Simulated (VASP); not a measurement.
Crystal: CdTe.

```
CELL_PARAMETERS angstrom
0.00000 3.27990 3.27990
3.27990 0.00000 3.27990
3.27990 3.27990 0.00000
ATOMIC_POSITIONS crystal
Cd 0.00000 0.00000 0.00000
Te 0.25000 0.25000 0.25000
```

Base run:

```yaml
Program: VASP 6.6.1
Functional: PBE
Potentials_or_basis: VASP PAW PBE potentials, release 64 (Cd, Te)
Cutoff: 520 eV
k_mesh: 6 × 6 × 6
Occupations: gaussian, width 0.01 eV
Spin: no spin polarisation
```

Its results: band gap on the k mesh 0.66 eV, direct; electronic dielectric tensor (diagonal) 15.90.

Question: The run is repeated on the same cell with these changes: functional from PBE to r2SCAN. What comes out?

Answer: Band gap on the k mesh 1.15 eV, direct; electronic dielectric tensor (diagonal) 7.31.

r2SCAN gives the wider gap, since meta-GGAs in the generalised Kohn-Sham scheme recover part of the derivative discontinuity.

Caveats: spin-orbit coupling is left out, which moves the levels of the heavy elements; the gap is small at this level, which inflates the dielectric constant (some runs).

